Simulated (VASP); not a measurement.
# C3N2 (P-6m2) in VASP: further runs

C3N2 is run at these levels: PBE; tasks: single point, relaxation of cell and atoms.

Program: VASP 6.6.1. These are calculated values, not measurements. Logs are shortened: lines on timing, memory, paths and dates and some standing lists are left out, and cuts for length are marked.

## 1. The cell of the first run

Symmetry: P-6m2, No. 187, hexagonal system. Conventional cell: a = 2.391 Å, b = 2.391 Å, c = 8.422 Å, α = 90.00°, β = 90.00°, γ = 120.00°. C (site symmetry 3m) has 3 N at 1.74 Å and 1 C at 2.10 Å within 2.3 Å. Within 1.8 Å of C (site symmetry -6m2) lie 3 N at 1.38 Å. N (site symmetry -6m2) has 6 C at 1.74 Å within 2.3 Å. N (site symmetry -6m2) has 3 C at 1.38 Å within 1.8 Å.

## 2. Single point, PBE

File INCAR:

```
SYSTEM = C3N2
PREC     = Accurate       ! precision mode
ENCUT    = 520            ! plane-wave cutoff, eV
EDIFF    = 1E-6           ! SCF threshold, eV
ISMEAR   = 0              ! smearing method
SIGMA    = 0.1            ! smearing width, eV
LREAL    = .FALSE.        ! projectors in reciprocal space
LASPH    = .TRUE.         ! aspherical terms in the spheres
NELM     = 100            ! most SCF steps
ALGO     = Normal         ! electronic algorithm
ISIF     = 2              ! what is computed and relaxed
LWAVE    = .FALSE.        ! write WAVECAR
LCHARG   = .FALSE.        ! write CHGCAR
GGA      = PE             ! functional
NBANDS   = 19             ! bands
```

File KPOINTS:

```
regular mesh
0
G
  12 12 2
  0 0 0
```

File POSCAR:

```
C3N2
1.0
    2.3912390867      0.0000000000      0.0000000000
   -1.1956195433      2.0708737956      0.0000000000
    0.0000000000      0.0000000000      8.4224054784
C N
3 2
Direct
    0.0000000000      0.0000000000      0.6249349424
    0.0000000000      0.0000000000      0.3750650576
    0.6666666667      0.3333333333      0.0000000000
    0.6666666667      0.3333333333      0.5000000000
    0.3333333333      0.6666666667      0.0000000000
```

Potentials or basis: VASP PAW PBE potentials, release 64 (C, N).

Command:

```console
cat potpaw_PBE.64/C/POTCAR potpaw_PBE.64/N/POTCAR > POTCAR
mpirun -np 1 vasp_std > vasp.out
```

OUTCAR:

```text
SYSTEM = C3N2
   PREC = Accurate
   ENCUT = 520
   EDIFF = 1E-6
   ISMEAR = 0
   LREAL = .FALSE.
   LASPH = .TRUE.
   NELM = 100
   ISIF = 2
   GGA = PE

 ion  position               nearest neighbor table
   1  0.000  0.000  0.625-   4 1.74   4 1.74   4 1.74
   2  0.000  0.000  0.375-   4 1.74   4 1.74   4 1.74
   3  0.667  0.333  0.000-   5 1.38   5 1.38   5 1.38
   4  0.667  0.333  0.500-   1 1.74   2 1.74   1 1.74   2 1.74   1 1.74   2 1.74
   5  0.333  0.667  0.000-   3 1.38   3 1.38   3 1.38

  LATTYP: Found a hexagonal cell.
 ALAT       =     2.3912390867
 C/A-ratio  =     3.5221929606

  Lattice vectors:

 A1 = (   2.3912390867,   0.0000000000,   0.0000000000)
 A2 = (  -1.1956195433,   2.0708737956,   0.0000000000)
 A3 = (   0.0000000000,   0.0000000000,   8.4224054784)

Analysis of symmetry for initial positions (statically):
=====================================================================
 Subroutine PRICEL returns:
 Original cell was already a primitive cell.

 Routine SETGRP: Setting up the symmetry group for a
 hexagonal supercell.

 Subroutine GETGRP returns: Found 12 space group operations
 (whereof 12 operations were pure point group operations)
 out of a pool of 24 trial point group operations.

The static configuration has the point symmetry D_3h.

Analysis of symmetry for dynamics (positions and initial velocities):
=====================================================================
 Subroutine PRICEL returns:
 Original cell was already a primitive cell.

 Routine SETGRP: Setting up the symmetry group for a
 hexagonal supercell.

 Subroutine GETGRP returns: Found 12 space group operations
 (whereof 12 operations were pure point group operations)
 out of a pool of 24 trial point group operations.

The dynamic configuration has the point symmetry D_3h.

 Subroutine INISYM returns: Found 12 space group operations
 (whereof 12 operations are pure point group operations),
 and found     1 'primitive' translations

----------------------------------------------------------------------------------------

                                     Primitive cell

  volume of cell :      41.7074

  direct lattice vectors                    reciprocal lattice vectors
     2.391239087  0.000000000  0.000000000     0.418193231  0.241443975  0.000000000
[... 88 lines left out ...]
   LSORBIT =      F    spin-orbit coupling
   LASPH  =      T    aspherical Exc in radial PAW
   ENCUT  =  520.0 eV  38.22 Ry    6.18 a.u.   4.45  4.45 15.66*2*pi/ulx,y,z
   NELM   =    100;   NELMIN=  2; NELMDL= -5     # of ELM steps
   EDIFF  = 0.1E-05   stopping-criterion for ELM
   LREAL  =      F    real-space projection
   EDIFFG = 0.1E-04   stopping-criterion for IOM
   NSW    =      0    number of steps for IOM
   IBRION =     -1    ionic relax: 0-MD 1-quasi-New 2-CG
   NFREE  =      0    steps in history (QN), initial steepest desc. (CG)
   ISIF   =      2    stress and relaxation
   ISYM   =      2    0-nonsym 1-usesym 2-fastsym
   POTIM  = 0.5000    time-step for ionic-motion
   TEBEG  =    0.0;   TEEND  =   0.0 temperature during run
   PSTRESS=    0.0 pullay stress
   NELECT =      22.0000    total number of electrons
   NUPDOWN=      -1.0000    fix difference up-down
   EMIN   =  10.00;   EMAX   =-10.00  energy-range for DOS
   EFERMI =   0.00;   METHOD = LEGACY
   ISMEAR =     0;   SIGMA  =   0.10  broadening in eV -4-tet -1-fermi 0-gaus
   EFERMI_NEDOS =   21; number of points for ismear=-14 and -15
   IALGO  =     38    algorithm
   IMIX   =      4    mixing-type and parameters
     AMIX     =   0.40;   BMIX     =  1.00
     AMIX_MAG =   1.60;   BMIX_MAG =  1.00
  volume/ion in A,a.u.               =       8.34        56.29
  Fermi-wavevector in a.u.,A,eV,Ry     =   1.322751  2.499637 23.805712  1.749670
  Thomas-Fermi vector in A             =   2.452409
   LORBIT       =      0    0 simple, 1 ext, 2 COOP (PROOUT), +10 PAW based schemes
   GGA     = PE    functional components
   LHFCALC =     F    Hartree Fock is set to
   AEXX    =    0.0000 exact exchange contribution
   IVDW    =     0    specifies the selected vdW correction
   LEPSILON=     F    determine dielectric tensor
   LRPA    =     F    only Hartree local field effects (RPA)
 non-spin polarized calculation
 Gauss-broadening in eV      SIGMA  =   0.10
  energy-cutoff  :      520.00
  volume of cell :       41.71
 maximum number of plane-waves:      1155
 NGX is ok and might be reduce to    18
   NGX =  9   NGY =  9   NGZ = 31

 number of electron      22.0000001 magnetization

 Free energy of the ion-electron system (eV)
  ---------------------------------------------------
  ext. energy  EPLUGINS =         0.00000000
  ---------------------------------------------------
  free energy    TOTEN  =       -32.52065293 eV

  energy without entropy =      -32.51278904  energy(sigma->0) =      -32.51672099

 E-fermi :   6.6422     XC(G=0): -11.0717

 val. band max:        6.5911321488   @ k =   0.2500  -0.0000   0.5000
 cond. band min:       6.6498587087   @ k =   0.1667   0.1667   0.0000
 fundamental gap:      0.0587265599
 Fermi energy:         6.6422420682

 k-point     1 :       0.0000    0.0000    0.0000
  band No.  band energies     occupation
      1     -19.5493      2.00000
      2     -17.4302      2.00000
      3      -8.9769      2.00000
      4      -4.8328      2.00000
      5      -2.0027      2.00000
      6      -2.0027      2.00000
[... 505 lines left out ...]
      6      -4.6030      2.00000
[... 11 lines left out ...]
     18      12.8840      0.00000
     19      15.4264      0.00000

 [... further k-points ...]
[... 5 lines left out ...]
  --------------------------------------------------------------------------------------
  -------------------------------------------------------------------------------------
  Total        0.0536728      0.0536728     -0.0218791      0.0000000      0.0000000     -0.0000000
  in kB        2.0618276      2.0618276     -0.8404790      0.0000000      0.0000000     -0.0000000
  external PRESSURE =       1.0943921 kB  Pullay stress =       0.0000000 kB

 VOLUME and BASIS-vectors are now :
 -----------------------------------------------------------------------------
  energy-cutoff  :      520.00
  volume of cell :       41.71
      direct lattice vectors                 reciprocal lattice vectors
     2.391239087  0.000000000  0.000000000     0.418193231  0.241443975  0.000000000
    -1.195619543  2.070873796  0.000000000     0.000000000  0.482887949  0.000000000
     0.000000000  0.000000000  8.422405478     0.000000000  0.000000000  0.118730926

 POSITION                                       TOTAL-FORCE (eV/Angst)
 -----------------------------------------------------------------------------------
      0.00000      0.00000      5.26346         0.000000      0.000000      0.017202
      0.00000      0.00000      3.15895        -0.000000      0.000000     -0.017202
      1.19562      0.69029      0.00000         0.000000     -0.000000      0.000000
      1.19562      0.69029      4.21120        -0.000000      0.000000      0.000000
     -0.00000      1.38058      0.00000        -0.000000      0.000000      0.000000
 -----------------------------------------------------------------------------------
    total drift:                                0.000001     -0.000001     -0.000000

  FREE ENERGIE OF THE ION-ELECTRON SYSTEM (eV)
  ---------------------------------------------------
  free  energy   TOTEN  =       -32.5206529296 eV

  energy  without entropy=      -32.5127890428  energy(sigma->0) =      -32.51672099
```

OSZICAR:

```text
N       E                     dE             d eps       ncg     rms          rms(c)
DAV:   1     0.766644659593E+02    0.76664E+02   -0.11811E+04  1444   0.109E+03
DAV:   2    -0.284200219514E+02   -0.10508E+03   -0.10132E+03  1952   0.237E+02
DAV:   3    -0.331773333895E+02   -0.47573E+01   -0.46898E+01  1752   0.473E+01
DAV:   4    -0.332313353729E+02   -0.54002E-01   -0.53914E-01  1947   0.543E+00
DAV:   5    -0.332319108649E+02   -0.57549E-03   -0.57523E-03  1831   0.530E-01    0.744E+00
DAV:   6    -0.326583083088E+02    0.57360E+00   -0.68742E-01  1715   0.602E+00    0.418E+00
DAV:   7    -0.325277562549E+02    0.13055E+00   -0.24484E-01  1713   0.327E+00    0.178E+00
DAV:   8    -0.325206009376E+02    0.71553E-02   -0.48894E-02  1860   0.154E+00    0.511E-01
DAV:   9    -0.325206749176E+02   -0.73980E-04   -0.36121E-03  1768   0.409E-01    0.195E-01
DAV:  10    -0.325206166813E+02    0.58236E-04   -0.93218E-04  1797   0.179E-01    0.363E-02
DAV:  11    -0.325206418021E+02   -0.25121E-04   -0.67156E-05  1972   0.520E-02    0.167E-02
DAV:  12    -0.325206512708E+02   -0.94687E-05   -0.10428E-05  1792   0.225E-02    0.589E-03
DAV:  13    -0.325206528348E+02   -0.15640E-05   -0.18080E-06  1688   0.106E-02    0.172E-03
DAV:  14    -0.325206529296E+02   -0.94747E-07   -0.18094E-07   884   0.318E-03
   1 F= -.32520653E+02 E0= -.32516721E+02  d E =-.786389E-02
```

Wall time 13 s (1 thread of Intel Xeon 6975P-C (Granite Rapids), shared host); peak memory 0.15 GiB.

Results:

* Free energy: -32.5207 eV
* Pressure: 0.1 GPa
* Largest force: 0.017 eV/Å
* Band gap on the k mesh: zero (band 11 reaches 9.86 eV, above the bottom of band 12 at 4.19 eV)

Forces in eV/Å, atoms in the order of the input:
```
C    0.000  0.000  0.017
C    0.000  0.000 -0.017
C    0.000  0.000  0.000
N    0.000  0.000  0.000
N    0.000  0.000  0.000
```

Levels at points of the mesh, in eV from the Fermi level:
```csv
k point,band 7,band 8,band 9,band 10,band 11,band 12,band 13,band 14,band 15,band 16
"(0.00, 0.00, 0.00)",-8.20,-3.50,-3.16,-3.16,2.76,3.93,3.93,4.30,4.30,4.51
"(0.50, 0.00, 0.00)",-7.49,-6.52,-6.18,-3.40,-1.61,-0.59,1.44,1.66,2.82,4.36
"(0.00, 0.00, 0.50)",-7.95,-3.83,-3.16,-3.16,3.11,3.93,3.93,4.31,4.31,4.51
"(0.50, 0.00, 0.50)",-7.46,-6.56,-6.18,-3.52,-1.36,-0.53,1.25,1.66,2.81,4.42
```

Caveat: the k points lie up to 0.37 Å⁻¹ apart; this functional lacks dispersion, which binds the layers, so the pressure and a relaxed spacing across them are unreliable.

## 3. Single point, PBE, collinear spin, ferromagnetic start

This run uses another cell than the first one, of 8.49 Å³/atom, 1.017 times its volume.

File INCAR:

```
SYSTEM = C3N2
PREC = Accurate
ENCUT = 520
EDIFF = 1E-6
ISMEAR = 0
SIGMA = 0.1
LREAL = .False.
LASPH = .True.
NELM = 150
ALGO = Normal
ISIF = 2
LWAVE = .False.
LCHARG = .False.
ISPIN = 2
MAGMOM = 1 1 1 1 1
LORBIT = 11
GGA = PE
NBANDS = 23
```

File KPOINTS:

```
regular mesh
0
Gamma
  6 6 4
  0 0 0
```

File POSCAR:

```
C3N2
1.0
    2.4042271979      0.0000000000      0.0000000000
   -1.2021135989      2.0821218298      0.0000000000
    0.0000000000      0.0000000000      8.4771254588
C N
3 2
Direct
    0.0000000000      0.0000000000      0.6216941064
    0.0000000000      0.0000000000      0.3783058936
    0.6666666667      0.3333333333      0.0000000000
    0.6666666667      0.3333333333      0.5000000000
    0.3333333333      0.6666666667      0.0000000000
```

Potentials or basis: VASP PAW PBE potentials, release 64 (C, N).

Command:

```console
cat potpaw_PBE.64/C/POTCAR potpaw_PBE.64/N/POTCAR > POTCAR
mpirun -np 1 vasp_std > vasp.out
```

OUTCAR:

```text
SYSTEM = C3N2
   PREC = Accurate
   ENCUT = 520
   EDIFF = 1E-6
   ISMEAR = 0
   LREAL = .False.
   LASPH = .True.
   NELM = 150
   ISIF = 2
   ISPIN = 2
   LORBIT = 11
   GGA = PE

 ion  position               nearest neighbor table
   1  0.000  0.000  0.622-   4 1.73   4 1.73   4 1.73   2 2.06
   2  0.000  0.000  0.378-   4 1.73   4 1.73   4 1.73   1 2.06
   3  0.667  0.333  0.000-   5 1.39   5 1.39   5 1.39
   4  0.667  0.333  0.500-   1 1.73   2 1.73   1 1.73   2 1.73   1 1.73   2 1.73
   5  0.333  0.667  0.000-   3 1.39   3 1.39   3 1.39

  LATTYP: Found a hexagonal cell.
 ALAT       =     2.4042271979
 C/A-ratio  =     3.5259252812

  Lattice vectors:

 A1 = (   2.4042271979,   0.0000000000,   0.0000000000)
 A2 = (  -1.2021135989,   2.0821218298,   0.0000000000)
 A3 = (   0.0000000000,   0.0000000000,   8.4771254588)

Analysis of symmetry for initial positions (statically):
=====================================================================
 Subroutine PRICEL returns:
 Original cell was already a primitive cell.

 Routine SETGRP: Setting up the symmetry group for a
 hexagonal supercell.

 Subroutine GETGRP returns: Found 12 space group operations
 (whereof 12 operations were pure point group operations)
 out of a pool of 24 trial point group operations.

The static configuration has the point symmetry D_3h.

Analysis of symmetry for dynamics (positions and initial velocities):
=====================================================================
 Subroutine PRICEL returns:
 Original cell was already a primitive cell.

 Routine SETGRP: Setting up the symmetry group for a
 hexagonal supercell.

 Subroutine GETGRP returns: Found 12 space group operations
 (whereof 12 operations were pure point group operations)
[... 164 lines left out ...]

  energy without entropy =      -32.57897095  energy(sigma->0) =      -32.58553317

 E-fermi :   6.1800     XC(G=0): -10.9287

 val. band max:        6.1432694975   @ k =   0.1667   0.1667   0.5000
 cond. band min:       6.1958936124   @ k =   0.1667   0.1667   0.2500
 fundamental gap:      0.0526241149
 Fermi energy:         6.1800214859

 spin component 1

 k-point     1 :       0.0000    0.0000    0.0000
  band No.  band energies     occupation
      1     -18.9880      1.00000
      2     -18.0968      1.00000
      3      -9.3554      1.00000
      4      -4.3825      1.00000
      5      -1.7795      1.00000
      6      -1.5484      1.00000
[... 535 lines left out ...]
     22      20.1168      0.00000
     23      21.7421      0.00000
 Fermi energy:         6.1800214859

 spin component 2

 k-point     1 :       0.0000    0.0000    0.0000
  band No.  band energies     occupation
      1     -18.9876      1.00000
      2     -18.0780      1.00000
      3      -9.3207      1.00000
      4      -4.3810      1.00000
      5      -1.7517      1.00000
      6      -1.5480      1.00000
[... 535 lines left out ...]
     22      20.1412      0.00000
     23      21.7718      0.00000

------------------------ aborting loop because EDIFF is reached ----------------------------------------

  FORCE on cell =-STRESS in cart. coord.  units (eV):
  Direction    XX          YY          ZZ          XY          YZ          ZX
  --------------------------------------------------------------------------------------
  -------------------------------------------------------------------------------------
  Total        0.0643374      0.0643374      0.0750799      0.0000000     -0.0000000      0.0000000
  in kB        2.4290929      2.4290929      2.8346804      0.0000000     -0.0000000      0.0000000
  external PRESSURE =       2.5642887 kB  Pullay stress =       0.0000000 kB

 VOLUME and BASIS-vectors are now :
 -----------------------------------------------------------------------------
  energy-cutoff  :      520.00
  volume of cell :       42.44
      direct lattice vectors                 reciprocal lattice vectors
     2.404227198  0.000000000  0.000000000     0.415934068  0.240139646  0.000000000
    -1.202113599  2.082121830  0.000000000     0.000000000  0.480279293  0.000000000
     0.000000000  0.000000000  8.477125459     0.000000000  0.000000000  0.117964516

 POSITION                                       TOTAL-FORCE (eV/Angst)
 -----------------------------------------------------------------------------------
      0.00000      0.00000      5.27018         0.000000     -0.000000      0.022704
      0.00000      0.00000      3.20695         0.000000     -0.000000     -0.022704
      1.20211      0.69404      0.00000        -0.000000      0.000000      0.000000
      1.20211      0.69404      4.23856        -0.000000      0.000000      0.000000
     -0.00000      1.38808      0.00000         0.000000      0.000000      0.000000
 -----------------------------------------------------------------------------------
    total drift:                                0.000001     -0.000001     -0.000000

  FREE ENERGIE OF THE ION-ELECTRON SYSTEM (eV)
  ---------------------------------------------------
  free  energy   TOTEN  =       -32.5920953989 eV

  energy  without entropy=      -32.5789709481  energy(sigma->0) =      -32.58553317

 total charge

# of ion       s       p       d       tot
------------------------------------------
    1        1.033   1.098   0.000   2.131
    2        1.033   1.098   0.000   2.131
    3        0.782   1.798   0.000   2.580
    4        1.261   2.396   0.000   3.657
    5        1.184   2.787   0.000   3.971
--------------------------------------------------
tot          5.294   9.176   0.000  14.470

 magnetization (x)

# of ion       s       p       d       tot
------------------------------------------
    1        0.003   0.017   0.000   0.019
    2        0.003   0.017   0.000   0.019
    3       -0.000  -0.000   0.000  -0.000
    4       -0.001  -0.003   0.000  -0.004
    5        0.000   0.000   0.000   0.000
--------------------------------------------------
tot          0.005   0.030   0.000   0.035
```

stdout:

```text
POSCAR found type information on POSCAR C N
 POSCAR found :  2 types and       5 ions
 scaLAPACK will be used
 LDA part: xc-table for (Slater+PW92), standard interpolation
 POSCAR, INCAR and KPOINTS ok, starting setup
 FFT: planning ... GRIDC
 FFT: planning ... GRID_SOFT
 FFT: planning ... GRID
 WAVECAR not read
 entering main loop
```

Run time: 22 s. Hardware: 1 thread of Intel Xeon 6975P-C (Granite Rapids), shared host; peak memory 0.17 GiB.

What came out:

```
Free energy                                           : -32.5921 eV
Pressure                                              : 0.3 GPa
Largest force                                         : 0.023 eV/Å
Net moment                                            : 0.06 μB per cell
Valence electrons inside the program's atomic spheres : C 2.13, 2.58; N 3.66, 3.97
```

Forces on the atoms (eV/Å):
```
C    0.000  0.000  0.023
C    0.000  0.000 -0.023
C    0.000  0.000  0.000
N    0.000  0.000  0.000
N    0.000  0.000  0.000
```

Caveat: the k points lie up to 0.50 Å⁻¹ apart; this functional lacks dispersion, which binds the layers, so the pressure and a relaxed spacing across them are unreliable.

[end of part 1 of 2]
